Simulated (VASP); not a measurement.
Runs of VASP 6.6.1 on GaN. It takes space group P6_3/mmc (No. 194, hexagonal). Conventional cell: a = 2.967 Å, b = 2.967 Å, c = 5.033 Å, α = 90.00°, β = 90.00°, γ = 120.00°. Ga (site symmetry -3m) has 6 N at 2.13 Å and 2 Ga at 2.52 Å within 2.8 Å. N (site symmetry -6m2) has 6 Ga at 2.13 Å within 2.8 Å. 

| level | potentials or basis | k mesh | gap on the mesh (eV) | pressure (GPa) |
| --- | --- | --- | --- | --- |
| LDA | VASP PAW LDA potentials, release 64 (Ga_d, N) | 6 × 6 × 4 | 1.08 | (b) |
| PBE | VASP PAW PBE potentials, release 64 (Ga_d, N) | 9 × 9 × 4 | 1.33 | 9.0 |
| r2SCAN | VASP PAW PBE potentials, release 64 (Ga_d, N) | 6 × 6 × 4 | 1.87 | 1.0 |
| PBE | VASP PAW PBE potentials, release 64 (Ga_d, N) | 6 × 6 × 4 | 1.32 | (a) |

Alike in all rows: task single point; no spin polarisation; cell as given; cutoff (eV) 520; smearing gaussian 0.01 eV.

Question: Fill in the values left out.

Answer: (a) 8.9; (b) -4.5.

Caveats: the PAW data sets were made with another functional, which shifts forces and pressure a little (some runs).

A k mesh can miss the band edges, and the runs leave out spin-orbit coupling on Ga.
